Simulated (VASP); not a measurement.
## AlGa3P4: single point with PBE

The system is AlGa3P4.

```xyz
8
Lattice="3.7687 0.0000 0.0000 0.0000 3.7687 0.0000 0.0000 0.0000 10.6596" Properties=species:S:1:pos:R:3 pbc="T T T"
Al    1.8844    1.8844    0.0000
Ga    0.0000    0.0000    7.9947
Ga    1.8844    1.8844    5.3298
Ga    0.0000    0.0000    2.6649
P     1.8844    0.0000    3.9973
P     0.0000    1.8844    1.3324
P     1.8844    0.0000    9.3271
P     0.0000    1.8844    6.6622
```

* Program: VASP 6.6.1
* Task: single point
* Functional: PBE
* Potentials or basis: VASP PAW PBE potentials, release 64 (Al, Ga_d, P)
* Cutoff: 520 eV
* k mesh: 4 × 4 × 2
* Occupations: gaussian, width 0.1 eV
* Spin: no spin polarisation
* Dipole correction: no
* Further INCAR settings: ALGO = Normal; EDIFF = 1e-06; NBANDS = 41

The pressure is 9.6 GPa and the largest force is 0.071 eV/Å. The band gap on the k mesh is 1.45 eV, indirect (least direct gap 1.48 eV).

Forces in eV/Å, atoms in the order of the input:
```
Al   0.000  0.000  0.000
Ga   0.000  0.000 -0.043
Ga   0.000  0.000  0.000
Ga   0.000  0.000  0.043
P    0.000  0.000  0.017
P    0.000  0.000 -0.071
P    0.000  0.000  0.071
P    0.000  0.000 -0.017
```

Stress tensor (GPa, compression positive):
```
9.99 0.00 0.00
0.00 9.99 0.00
0.00 0.00 8.91
```

Levels at points of the mesh, in eV from the valence-band top:
| k point | band 28 | band 29 | band 30 | band 31 | band 32 | band 33 | band 34 | band 35 |
| --- | --- | --- | --- | --- | --- | --- | --- | --- |
| (0.00, 0.00, 0.00) | -1.66 | -0.04 | 0.00 | 0.00 | 1.48 | 1.83 | 2.20 | 2.26 |
| (0.50, 0.00, 0.00) | -1.15 | -1.12 | -1.10 | -1.10 | 1.91 | 2.36 | 3.39 | 3.47 |
| (0.50, 0.50, 0.00) | -2.79 | -2.77 | -2.77 | -2.74 | 1.45 | 1.45 | 1.64 | 2.13 |
| (0.00, 0.00, 0.50) | -0.79 | -0.79 | -0.56 | -0.56 | 1.50 | 1.72 | 2.49 | 2.50 |
| (0.50, 0.00, 0.50) | -1.23 | -1.19 | -1.14 | -1.14 | 2.87 | 2.97 | 2.99 | 3.47 |
| (0.50, 0.50, 0.50) | -3.28 | -3.24 | -3.19 | -3.19 | 2.46 | 2.46 | 2.74 | 2.84 |

Wall time 95 s on 1 thread of Intel(R) Xeon(R) Platinum 8375C CPU @ 2.90GHz (Ice Lake), with other jobs on the host, peak memory 0.26 GiB.

A k mesh can miss the band edges. PBE gaps usually lie below the measured ones, often by a third to a half.
